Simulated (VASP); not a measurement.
# O (C2/m) in VASP: further runs

The runs below take O through single point, with PBE+D3(BJ).

Everything below comes from runs of VASP 6.6.1. Logs are shortened: lines on timing, memory, paths and dates and some standing lists are left out, and cuts for length are marked.

**1. The cell of the first run**

It takes space group C2/m (No. 12, monoclinic). Conventional cell: a = 5.858 Å, b = 3.417 Å, c = 4.374 Å, α = 90.00°, β = 124.07°, γ = 90.00°. Within 1.6 Å of O (site symmetry m) lie 1 O at 1.22 Å.

**2. Single point, PBE+D3(BJ), collinear spin, ferromagnetic start (18.13 Å³/atom)**

The input, INCAR:

```
SYSTEM = O
PREC = Accurate ; ENCUT = 520
EDIFF = 1E-7 ; ISMEAR = 0
SIGMA = 0.02 ; LREAL = .False.
LASPH = .True. ; NELM = 150
ALGO = Normal ; ISIF = 2
LWAVE = .False. ; LCHARG = .False.
ISPIN = 2 ; MAGMOM = 0.61 0.61
LORBIT = 11 ; GGA = PE
IVDW = 12 ; NBANDS = 17
```

The input, KPOINTS:

```
Automatic mesh
0
Gamma
  10 10 8
  0 0 0
```

The input, POSCAR:

```
O
1.0
    2.9291352391     -1.7086508317      0.0036888769
    2.9291352391      1.7086508317      0.0036888769
   -2.4545799250      0.0000000000      3.6198754294
O
2
Direct
    0.0226858431      0.0226858431      0.1539032576
    0.9773141569      0.9773141569      0.8460967424
```

Potentials or basis: VASP PAW PBE potentials, release 64 (O).

Run with:

```console
$ cat potpaw_PBE.64/O/POTCAR > POTCAR
$ mpirun -np 1 vasp_std > vasp.out
```

OUTCAR:

```text
SYSTEM = O
   PREC = Accurate
   ENCUT = 520
   EDIFF = 1E-7
   ISMEAR = 0
   LREAL = .False.
   LASPH = .True.
   NELM = 150
   ISIF = 2
   ISPIN = 2
   LORBIT = 11
   GGA = PE
   IVDW = 12
 IVDW          = 12

 ion  position               nearest neighbor table
   1  0.023  0.023  0.154-   2 1.22
   2  0.977  0.977  0.846-   1 1.22

  LATTYP: Found a base centered monoclinic cell.
 ALAT       =     5.8582751239
 B/A-ratio  =     0.5833289818
 C/A-ratio  =     0.7465695080
 COS(beta)  =    -0.5601824218

  Lattice vectors:

 A1 = (   2.9291352391,  -1.7086508317,   0.0036888769)
 A2 = (   2.9291352391,   1.7086508317,   0.0036888769)
 A3 = (  -2.4545799250,   0.0000000000,   3.6198754294)

Analysis of symmetry for initial positions (statically):
=====================================================================
 Subroutine PRICEL returns:
 Original cell was already a primitive cell.

 Routine SETGRP: Setting up the symmetry group for a
 base centered monoclinic supercell.

 Subroutine GETGRP returns: Found  4 space group operations
 (whereof  4 operations were pure point group operations)
 out of a pool of  4 trial point group operations.

The static configuration has the point symmetry C_2h.

Analysis of symmetry for dynamics (positions and initial velocities):
=====================================================================
 Subroutine PRICEL returns:
 Original cell was already a primitive cell.

 Routine SETGRP: Setting up the symmetry group for a
 base centered monoclinic supercell.

 Subroutine GETGRP returns: Found  4 space group operations
 (whereof  4 operations were pure point group operations)
 out of a pool of  4 trial point group operations.

The dynamic configuration has the point symmetry C_2h.

Analysis of structural, dynamic, and magnetic symmetry:
=====================================================================
 Subroutine PRICEL returns:
 Original cell was already a primitive cell.

 Routine SETGRP: Setting up the symmetry group for a
 base centered monoclinic supercell.

 Subroutine GETGRP returns: Found  4 space group operations
 (whereof  4 operations were pure point group operations)
 out of a pool of  4 trial point group operations.

The overall configuration has the point symmetry C_2h.

 Subroutine INISYM returns: Found  4 space group operations
 (whereof  4 operations are pure point group operations),
 and found     1 'primitive' translations

----------------------------------------------------------------------------------------

                                     Primitive cell

  volume of cell :      36.2649

  direct lattice vectors                    reciprocal lattice vectors
     2.929135239 -1.708650832  0.003688877     0.170553198 -0.292628541  0.115649410
     2.929135239  1.708650832  0.003688877     0.170553198  0.292628541  0.115649410
    -2.454579925  0.000000000  3.619875429    -0.000347609  0.000000000  0.276016892

  length of vectors
     3.391066871  3.391066871  4.373609577     0.357903119  0.357903119  0.276017111

  position of ions in fractional coordinates (direct lattice)
     0.022685843  0.022685843  0.153903258
     0.977314157  0.977314157  0.846096742

  ion indices of the primitive-cell ions
   primitive index   ion index
                 1           1
                 2           2

----------------------------------------------------------------------------------------

 KPOINTS: Automatic mesh

Automatic generation of k-mesh.
 Grid dimensions read from file:
 generate k-points for:   10   10    8

 Generating k-lattice:

  Cartesian coordinates                     Fractional coordinates (reciprocal lattice)
     0.017055320 -0.029262854  0.011564941     0.100000000  0.000000000  0.000000000
     0.017055320  0.029262854  0.011564941     0.000000000  0.100000000  0.000000000
    -0.000043451  0.000000000  0.034502112    -0.000000000 -0.000000000  0.125000000

  Length of vectors
     0.035790312  0.035790312  0.034502139

  Shift w.r.t. Gamma in fractional coordinates (k-lattice)
     0.000000000  0.000000000  0.000000000

 Subroutine IBZKPT returns following result:
 ===========================================

 Found    227 irreducible k-points:

 Following reciprocal coordinates:
            Coordinates               Weight
  0.000000  0.000000  0.000000      1.000000
  0.100000  0.000000 -0.000000      4.000000
  0.200000  0.000000 -0.000000      4.000000
  0.300000  0.000000 -0.000000      4.000000
  0.400000 -0.000000  0.000000      4.000000
  0.500000 -0.000000 -0.000000      2.000000
[... 16 lines left out ...]
  0.300000  0.300000 -0.000000      2.000000
  0.400000  0.300000  0.000000      4.000000
 [... further k-points ...]
   k-points           NKPTS =    227   k-points in BZ     NKDIM =    227   number of bands    NBANDS=     17
   number of dos      NEDOS =    301   number of ions     NIONS =      2
   total plane-waves  NPLWV =  28224
   dimension x,y,z NGX =    28 NGY =   28 NGZ =   36
   dimension x,y,z NGXF=    56 NGYF=   56 NGZF=   72
   ions per type =               2
   NGX,Y,Z   is equivalent  to a cutoff of  13.73, 13.73, 13.68 a.u.
   NGXF,Y,Z  is equivalent  to a cutoff of  27.45, 27.45, 27.37 a.u.
 SYSTEM =  O
   PREC   = accura    normal or accurate (medium, high low for compatibility)
   ISTART =      0    job   : 0-new  1-cont  2-samecut
   ICHARG =      2    charge: 1-file 2-atom 10-const
   ISPIN  =      2    spin polarized calculation?
   LNONCOLLINEAR =      F non collinear calculations
   LSORBIT =      F    spin-orbit coupling
   LASPH  =      T    aspherical Exc in radial PAW
   ENCUT  =  520.0 eV  38.22 Ry    6.18 a.u.   6.31  6.31  8.13*2*pi/ulx,y,z
   NELM   =    150;   NELMIN=  2; NELMDL= -5     # of ELM steps
   EDIFF  = 0.1E-06   stopping-criterion for ELM
   LREAL  =      F    real-space projection
   EDIFFG = 0.1E-05   stopping-criterion for IOM
   NSW    =      0    number of steps for IOM
   IBRION =     -1    ionic relax: 0-MD 1-quasi-New 2-CG
   NFREE  =      0    steps in history (QN), initial steepest desc. (CG)
   ISIF   =      2    stress and relaxation
   ISYM   =      2    0-nonsym 1-usesym 2-fastsym
   POTIM  = 0.5000    time-step for ionic-motion
   TEBEG  =    0.0;   TEEND  =   0.0 temperature during run
   PSTRESS=    0.0 pullay stress
   NELECT =      12.0000    total number of electrons
   NUPDOWN=      -1.0000    fix difference up-down
   EMIN   =  10.00;   EMAX   =-10.00  energy-range for DOS
   EFERMI =   0.00;   METHOD = LEGACY
   ISMEAR =     0;   SIGMA  =   0.02  broadening in eV -4-tet -1-fermi 0-gaus
   EFERMI_NEDOS =   21; number of points for ismear=-14 and -15
   IALGO  =     38    algorithm
   IMIX   =      4    mixing-type and parameters
     AMIX     =   0.40;   BMIX     =  1.00
     AMIX_MAG =   1.60;   BMIX_MAG =  1.00
  volume/ion in A,a.u.               =      18.13       122.36
  Fermi-wavevector in a.u.,A,eV,Ry     =   1.132330  2.139793 17.444988  1.282170
  Thomas-Fermi vector in A             =   2.269031
   LORBIT       =     11    0 simple, 1 ext, 2 COOP (PROOUT), +10 PAW based schemes
   GGA     = PE    functional components
   LHFCALC =     F    Hartree Fock is set to
   AEXX    =    0.0000 exact exchange contribution
   IVDW    =    12    specifies the selected vdW correction
   LEPSILON=     F    determine dielectric tensor
   LRPA    =     F    only Hartree local field effects (RPA)
 spin polarized calculation
 Gauss-broadening in eV      SIGMA  =   0.02
  energy-cutoff  :      520.00
  volume of cell :       36.26
 maximum number of plane-waves:       992
 NGX is ok and might be reduce to    28
   NGX = 13   NGY = 13   NGZ = 17

 number of electron      12.0000002 magnetization       1.9999840

 Free energy of the ion-electron system (eV)
  ---------------------------------------------------
  ext. energy  EPLUGINS =         0.00000000
  ---------------------------------------------------
  free energy    TOTEN  =        -9.86788488 eV

  energy without entropy =       -9.86788488  energy(sigma->0) =       -9.86788488

 E-fermi :  -2.4637     XC(G=0):  -7.1717

 val. band max:       -2.5577851389   @ k =   0.5000   0.5000  -0.0000
 cond. band min:      -1.1690225606   @ k =   0.5000  -0.0000   0.5000
 fundamental gap:      1.3887625783
 Fermi energy:        -2.4637476538

 spin component 1

 k-point     1 :       0.0000    0.0000    0.0000
  band No.  band energies     occupation
      1     -28.9544      1.00000
      2     -16.4184      1.00000
      3     -10.0217      1.00000
      4      -9.1016      1.00000
      5      -9.0723      1.00000
      6      -3.0126      1.00000
[... 9 lines left out ...]
     16      20.2255      0.00000
     17      20.8258      0.00000
[... 441 lines left out ...]
 k-point    24 :       0.4000    0.3000    0.0000
  band No.  band energies     occupation
      1     -28.8684      1.00000
      2     -16.5799      1.00000
      3      -9.9556      1.00000
      4      -9.4048      1.00000
      5      -9.2972      1.00000
      6      -2.8315      1.00000
[... 9 lines left out ...]
     16      21.7607      0.00000
     17      22.5833      0.00000

 [... further k-points ...]

 spin component 2

 k-point     1 :       0.0000    0.0000    0.0000
  band No.  band energies     occupation
      1     -27.7529      1.00000
      2     -14.5937      1.00000
      3      -9.1854      1.00000
      4      -7.1526      1.00000
      5      -7.1253      1.00000
      6      -0.7134      0.00000
[... 9 lines left out ...]
     16      20.5748      0.00000
     17      21.0624      0.00000
[... 441 lines left out ...]
 k-point    24 :       0.4000    0.3000    0.0000
  band No.  band energies     occupation
      1     -27.6640      1.00000
      2     -14.7794      1.00000
      3      -8.7704      1.00000
      4      -7.8387      1.00000
      5      -7.4512      1.00000
      6      -0.5084      0.00000
[... 9 lines left out ...]
     16      22.1952      0.00000
     17      23.0127      0.00000

 [... further k-points ...]

------------------------ aborting loop because EDIFF is reached ----------------------------------------

 Edisp (eV)   -0.08663

 E8    (eV) :    -0.0206

  FORCE on cell =-STRESS in cart. coord.  units (eV):
  Direction    XX          YY          ZZ          XY          YZ          ZX
  --------------------------------------------------------------------------------------
  -------------------------------------------------------------------------------------
  Total       0.28607     0.06092     1.22532     0.00000     0.00000    -0.50744
  in kB      12.63866     2.69141    54.13417     0.00000     0.00000   -22.41847
  external pressure =       23.15 kB  Pullay stress =        0.00 kB

 VOLUME and BASIS-vectors are now :
 -----------------------------------------------------------------------------
  energy-cutoff  :      520.00
  volume of cell :       36.26
      direct lattice vectors                 reciprocal lattice vectors
     2.929135239 -1.708650832  0.003688877     0.170553198 -0.292628541  0.115649410
     2.929135239  1.708650832  0.003688877     0.170553198  0.292628541  0.115649410
    -2.454579925  0.000000000  3.619875429    -0.000347609  0.000000000  0.276016892

 POSITION                                       TOTAL-FORCE (eV/Angst)
 -----------------------------------------------------------------------------------
     -0.24487      0.00000      0.55728        -0.470889      0.000000      1.065862
      3.64856      0.00000      3.06998         0.470889      0.000000     -1.065862
 -----------------------------------------------------------------------------------
    total drift:                                0.000000      0.000000     -0.000000

  FREE ENERGIE OF THE ION-ELECTRON SYSTEM (eV)
  ---------------------------------------------------
  free  energy   TOTEN  =        -9.9545144153 eV

  energy  without entropy=       -9.9545144153  energy(sigma->0) =       -9.95451442

 total charge

# of ion       s       p       d       tot
------------------------------------------
    1        1.612   3.301   0.000   4.913
    2        1.612   3.301   0.000   4.913
--------------------------------------------------
tot          3.225   6.602   0.000   9.827

 magnetization (x)

# of ion       s       p       d       tot
------------------------------------------
    1        0.011   0.799   0.000   0.810
    2        0.011   0.799   0.000   0.810
--------------------------------------------------
tot          0.021   1.598   0.000   1.619
```

Wall time 6.7 min (1 thread of Intel Xeon 8259CL, shared host); peak memory 0.32 GiB.

What came out:

| Property | Result |
| --- | --- |
| Free energy | -9.9545 eV |
| Pressure | 2.3 GPa |
| Largest force | 1.165 eV/Å |
| Band gap on the k mesh | 1.39 eV (least direct gap 1.61 eV) |
| Net moment | 2.00 μB per cell |
| Site moments | O +0.81 μB |
| Valence electrons inside the program's atomic spheres | O 4.91 |
| Dispersion energy per atom | -0.043 eV |

Forces on the atoms (eV/Å):
```
O   -0.471  0.000  1.066
O    0.471  0.000 -1.066
```

Caveat: the standard files for N, O and F lose accuracy on very short bonds; the stress differs along the axes, from 0 to 5 GPa; forces of over 1 eV/Å act on the atoms, so gaps and moduli don't describe the material at rest. A k mesh can miss the band edges.

**3. Single point, PBE+D3(BJ), collinear spin, ferromagnetic start (18.75 Å³/atom)**

This run uses another cell than the first one, of 18.75 Å³/atom.

The input, INCAR:

```
SYSTEM = O
  PREC = Accurate
  ENCUT = 520
  EDIFF = 1E-7
  ISMEAR = 0
  SIGMA = 0.02
  LREAL = .False.
  LASPH = .True.
  NELM = 150
  ALGO = Normal
  ISIF = 2
  LWAVE = .False.
  LCHARG = .False.
  ISPIN = 2
  MAGMOM = 0.61 0.61
  LORBIT = 11
  GGA = PE
  IVDW = 12
  NBANDS = 17
```

KPOINTS is that of step 2.

The input, POSCAR:

```
O
1.0
    2.9585889765     -1.7259310309     -0.0059349579
    2.9585889765      1.7259310309     -0.0059349579
   -2.4912270923      0.0000000000      3.6770402058
O
2
Direct
    0.0225322921      0.0225322921      0.1517015688
    0.9774677079      0.9774677079      0.8482984312
```

Potentials or basis: VASP PAW PBE potentials, release 64 (O).

Run with:

```console
$ cat potpaw_PBE.64/O/POTCAR > POTCAR
$ mpirun -np 1 vasp_std > vasp.out
```

Run time: 6.6 min. Hardware: 1 thread of Intel Xeon 8259CL, shared host; peak memory 0.33 GiB.

The run converged. Its results:

```yaml
Free_energy: -9.9581 eV
Pressure: 2.1 GPa
Largest_force: 1.154 eV/Å
Band_gap_on_the_k_mesh: 1.45 eV (least direct gap 1.66 eV)
Net_moment: 2.00 μB per cell
Site_moments: O +0.81 μB
Valence_electrons_inside_the_program's_atomic_spheres: O 4.91
Dispersion_energy_per_atom: -0.042 eV
```

Forces in eV/Å, atoms in the order of the input:
```
O   -0.465  0.000  1.056
O    0.465  0.000 -1.056
```

Stress tensor (GPa, compression positive):
```
 1.06  0.00 -2.14
 0.00  0.12  0.00
-2.14  0.00  5.01
```

Levels at points of the mesh, in eV from the valence-band top:
Spin up:
```tsv
k point	band 4	band 5	band 6	band 7	band 8	band 9	band 10	band 11
(0.00, 0.00, 0.00)	-6.54	-6.51	-0.43	-0.18	6.78	10.80	14.62	15.52
(0.50, 0.00, 0.00)	-7.00	-6.63	-0.54	-0.15	9.83	10.91	11.23	14.86
(0.50, 0.50, 0.00)	-6.83	-6.81	-0.22	0.00	10.10	10.78	11.52	12.13
(0.00, 0.00, 0.50)	-6.63	-6.60	-0.23	-0.07	7.11	8.51	12.21	17.49
(0.50, 0.00, 0.50)	-6.75	-6.70	-0.70	-0.21	8.60	10.70	12.32	13.34
(0.50, 0.50, 0.50)	-6.87	-6.71	-0.51	-0.26	8.27	10.63	11.86	15.84
```
Spin down:
| k point | band 2 | band 3 | band 4 | band 5 | band 6 | band 7 | band 8 | band 9 |
| --- | --- | --- | --- | --- | --- | --- | --- | --- |
| (0.00, 0.00, 0.00) | -12.03 | -6.55 | -4.59 | -4.57 | 1.87 | 2.19 | 7.20 | 11.91 |
| (0.50, 0.00, 0.00) | -12.08 | -6.11 | -5.61 | -4.71 | 1.73 | 2.21 | 10.49 | 11.62 |
| (0.50, 0.50, 0.00) | -12.25 | -5.91 | -5.53 | -4.92 | 2.08 | 2.42 | 11.10 | 11.11 |
| (0.00, 0.00, 0.50) | -12.44 | -5.74 | -4.71 | -4.67 | 2.10 | 2.33 | 7.80 | 8.90 |
| (0.50, 0.00, 0.50) | -12.23 | -5.76 | -5.39 | -4.85 | 1.45 | 2.14 | 9.43 | 11.20 |
| (0.50, 0.50, 0.50) | -12.18 | -5.95 | -5.39 | -4.80 | 1.71 | 2.08 | 8.99 | 11.11 |

Caveat: the standard files for N, O and F lose accuracy on very short bonds; forces of over 1 eV/Å act on the atoms, so gaps and moduli don't describe the material at rest. A k mesh can miss the band edges.

**4. Single point, PBE+D3(BJ), collinear spin, ferromagnetic start (19.37 Å³/atom)**

This run uses another cell than the first one, of 19.37 Å³/atom.

The input, INCAR:

```
ALGO = Normal
EDIFF = 1E-6
ENCUT = 520
GGA = PE
ISIF = 2
ISMEAR = 0
ISPIN = 2
IVDW = 12
LASPH = True
LCHARG = False
LORBIT = 11
LREAL = False
LWAVE = False
MAGMOM = 0.61 0.61
NBANDS = 17
NELM = 150
PREC = Accurate
SIGMA = 0.02
```

The input, KPOINTS:

```
k-points
0
Gamma
  10 10 8
```

The input, POSCAR:

```
O
1.0
    2.9901682467     -1.7377827148     -0.0190326934
    2.9901682467      1.7377827148     -0.0190326934
   -2.5339627220      0.0000000000      3.7435732426
O
2
Direct
    0.0240229451      0.0240229451      0.1501008471
    0.9759770549      0.9759770549      0.8498991529
```

Run with:

```console
$ cat potpaw_PBE.64/O/POTCAR > POTCAR
$ mpirun -np 1 vasp_std > vasp.out
```

It took 5.6 min on 1 thread of Intel Xeon 8259CL, shared host; peak memory 0.33 GiB.

The run converged. Its results:

- Free energy: -9.9602 eV
- Pressure: 1.9 GPa
- Largest force: 1.156 eV/Å
- Band gap on the k mesh: 1.50 eV (least direct gap 1.69 eV)
- Net moment: 2.00 μB per cell
- Site moments: O +0.81 μB
- Valence electrons inside the program's atomic spheres: O 4.91
- Dispersion energy per atom: -0.040 eV

Forces in eV/Å, atoms in the order of the input:
```
O   -0.452  0.000  1.064
O    0.452  0.000 -1.064
```

Stress tensor (GPa, compression positive):
```
 0.84  0.00 -2.03
 0.00  0.01  0.00
-2.03  0.00  4.79
```

Levels at points of the mesh, in eV from the valence-band top:
Spin up:
```
           k point  band 4  band 5  band 6  band 7  band 8  band 9  band 10  band 11
(0.00, 0.00, 0.00)   -6.54   -6.52   -0.39   -0.17    6.69   10.77    14.32    15.32
(0.50, 0.00, 0.00)   -6.96   -6.63   -0.50   -0.15    9.72   10.86    11.08    14.60
(0.50, 0.50, 0.00)   -6.79   -6.79   -0.23    0.00    9.97   10.74    11.34    11.99
(0.00, 0.00, 0.50)   -6.62   -6.60   -0.21   -0.05    7.04    8.39    12.15    17.32
(0.50, 0.00, 0.50)   -6.74   -6.70   -0.66   -0.19    8.59   10.59    12.18    13.20
(0.50, 0.50, 0.50)   -6.87   -6.69   -0.47   -0.23    8.27   10.53    11.74    15.72
```
Spin down:
| k point | band 1 | band 2 | band 3 | band 4 | band 5 | band 6 | band 7 | band 8 | band 9 | band 10 |
| --- | --- | --- | --- | --- | --- | --- | --- | --- | --- | --- |
| (0.00, 0.00, 0.00) | -25.13 | -12.03 | -6.49 | -4.60 | -4.58 | 1.91 | 2.20 | 7.10 | 11.87 | 14.53 |
| (0.50, 0.00, 0.00) | -25.05 | -12.08 | -6.07 | -5.55 | -4.71 | 1.76 | 2.20 | 10.36 | 11.46 | 11.90 |
| (0.50, 0.50, 0.00) | -25.04 | -12.24 | -5.87 | -5.47 | -4.89 | 2.06 | 2.41 | 10.95 | 11.06 | 11.61 |
| (0.00, 0.00, 0.50) | -25.10 | -12.39 | -5.75 | -4.70 | -4.66 | 2.12 | 2.34 | 7.69 | 8.78 | 12.96 |
| (0.50, 0.00, 0.50) | -25.05 | -12.20 | -5.77 | -5.36 | -4.84 | 1.50 | 2.17 | 9.39 | 11.06 | 12.93 |
| (0.50, 0.50, 0.50) | -25.05 | -12.15 | -5.95 | -5.36 | -4.78 | 1.76 | 2.10 | 8.96 | 11.00 | 12.52 |

Caveat: the standard files for N, O and F lose accuracy on very short bonds; forces of over 1 eV/Å act on the atoms, so gaps and moduli don't describe the material at rest.

(Continued in part 2 of 2.)
